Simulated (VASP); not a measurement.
A run of VASP 6.6.1 is set up as follows.

The input POSCAR:

```
LiH
1.0
    0.0114838371      2.0144786782      2.0144786782
    2.0144786782      0.0114838371      2.0144786782
    2.0144786782      2.0144786782      0.0114838371
Li H
1 1
Direct
    0.0000000000      0.0000000000      0.0000000000
    0.5000000000      0.5000000000      0.5000000000
```

Contents of INCAR.step1:

```
SYSTEM = LiH
ALGO     = Normal         ! electronic algorithm
EDIFF    = 1E-5           ! SCF threshold, eV
ENCUT    = 520            ! plane-wave cutoff, eV
GGA      = PE             ! functional
ISIF     = 2              ! what is computed and relaxed
ISMEAR   = 0              ! smearing method
LASPH    = .TRUE.         ! aspherical terms in the spheres
LCHARG   = .FALSE.        ! write CHGCAR
LREAL    = .FALSE.        ! projectors in reciprocal space
LWAVE    = .TRUE.         ! write WAVECAR
NBANDS   = 9              ! bands
NELM     = 60             ! most SCF steps
PREC     = Accurate       ! precision mode
SIGMA    = 0.01           ! smearing width, eV
```

The input INCAR.step2:

```
SYSTEM = LiH
ALGO     = Normal         ! electronic algorithm
EDIFF    = 1E-6           ! SCF threshold, eV
ENCUT    = 520            ! plane-wave cutoff, eV
GGA      = PE             ! functional
HFSCREEN = 0.2079         ! screening, 1/A
ISIF     = 2              ! what is computed and relaxed
ISMEAR   = 0              ! smearing method
ISTART   = 1            
LASPH    = .TRUE.         ! aspherical terms in the spheres
LCHARG   = .FALSE.        ! write CHGCAR
LHFCALC  = .TRUE.         ! exact exchange
LREAL    = .FALSE.        ! projectors in reciprocal space
LWAVE    = .FALSE.        ! write WAVECAR
NBANDS   = 9              ! bands
NELM     = 60             ! most SCF steps
PREC     = Accurate       ! precision mode
PRECFOCK = Normal       
SIGMA    = 0.01           ! smearing width, eV
```

File KPOINTS:

```
k-points
0
G
  8 8 8
  0 0 0
```

Potentials or basis: VASP PAW PBE potentials, release 64 (Li_sv, H).

Command:

```console
$ cat potpaw_PBE.64/Li_sv/POTCAR potpaw_PBE.64/H/POTCAR > POTCAR
$ cp INCAR.step1 INCAR
$ mpirun -np 1 vasp_std > vasp.out
$ cp INCAR.step2 INCAR
$ mpirun -np 1 vasp_std > vasp.out
```

**Question.** Estimate the band gap on the k mesh.

**Answer.** 3.97 eV.

Caveat: the cell differs from its parent crystal (strain along [111] +0.9%). A k mesh can miss the band edges.
